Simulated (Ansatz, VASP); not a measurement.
**Two plane-wave programs on Ca2Cl**

```
CELL_PARAMETERS angstrom
5.50584 3.17880 3.14488
-5.50584 3.17880 3.14488
0.00000 -6.35760 3.14488
ATOMIC_POSITIONS crystal
Ca 0.21673 0.60110 0.21673
Ca 0.21673 0.21673 0.60110
Ca 0.60110 0.21673 0.21673
Ca 0.78327 0.39890 0.78327
Ca 0.39890 0.78327 0.78327
Ca 0.78327 0.78327 0.39890
Cl 0.50000 0.50000 0.00000
Cl 0.00000 0.50000 0.50000
Cl 0.50000 0.00000 0.50000
```

Alike in both runs: functional PBE; k mesh 6 × 6 × 6; occupations gaussian, width 0.1 eV; no spin polarisation.

Ansatz relaxed the structure, and its values are those at the end. VASP's run is a single point on that final structure, the one shown.

|  | VASP | Ansatz |
| --- | --- | --- |
| version | VASP 6.6.1 | Ansatz 0.2.0 |
| potentials or method | VASP PAW PBE potentials, release 64 (Ca_sv, Cl), cutoff 520 eV | scalar-relativistic, plane waves, PAW |
| valence electrons in the cell | 81 | 81 |

|  | VASP | Ansatz | Ansatz less VASP |
| --- | --- | --- | --- |
| gap on the k mesh at the Fermi level (eV) | none | none | - |
| pressure (GPa) | 0.0 | 0.0 | -0.05 |
| rms of the force components (eV/Å) | 0.006 | 0.005 | -0.0008 |

A gap of «none» marks a metal or a gap that the smearing closes. With one functional, cell and mesh, what is left measures potentials, basis and numerics.
